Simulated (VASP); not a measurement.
Wanted: the native input for a VASP 6.6.1 run.

```
Task                   : single point
Functional             : RPBE
Potentials or basis    : VASP PAW PBE potentials, release 64 (Mo_sv)
Cutoff                 : 520 eV
k mesh                 : 15 × 15 × 4
Occupations            : fermi-dirac, width 0.1 eV
Spin                   : no spin polarisation
Dipole correction      : no
Further INCAR settings : ALGO = Normal; EDIFF = 1e-07; NBANDS = 36
```

The structure of Mo lies in POSCAR:

```
Mo
1.0
    2.7088936535      0.0000000000      0.0000000000
   -1.3544468268      2.3459707201      0.0000000000
    0.0000000000      0.0000000000      9.4483014726
Mo
4
Direct
    1.0000000000      1.0000000000      0.0000000000
    1.0000000000      1.0000000000      0.5000000000
    0.3333333333      0.6666666667      0.2500000000
    0.6666666667      0.3333333333      0.7500000000
```

This isn't the form of Mo at room conditions, which is bcc.

The input as run:

INCAR

```
PREC     = Accurate       # precision mode
ENCUT    = 520            # plane-wave cutoff, eV
EDIFF    = 1E-7           # SCF threshold, eV
ISMEAR   = -1             # smearing method
SIGMA    = 0.1            # smearing width, eV
LREAL    = F              # projectors in reciprocal space
LASPH    = T              # aspherical terms in the spheres
NELM     = 80             # most SCF steps
ALGO     = Normal         # electronic algorithm
ISIF     = 2              # what is computed and relaxed
LWAVE    = F              # write WAVECAR
LCHARG   = F              # write CHGCAR
GGA      = RP             # functional
NBANDS   = 36             # bands
```

KPOINTS

```
regular mesh
0
Gamma
  15 15 4
```

Potentials or basis: VASP PAW PBE potentials, release 64 (Mo_sv).

Launch:

```console
$ cat potpaw_PBE.64/Mo_sv/POTCAR > POTCAR
$ mpirun -np 1 vasp_std > vasp.out
```

It gave:

The pressure is 23.1 GPa and the band gap on the k mesh is zero (bands 28 and 29 overlap by 1.87 eV).

Caveat: the cell stands under pressure; the PAW data sets were made with another functional, which shifts forces and pressure a little.

It took 4.2 min on 1 thread of Intel Xeon 8259CL (shared host), peak memory 0.25 GiB.
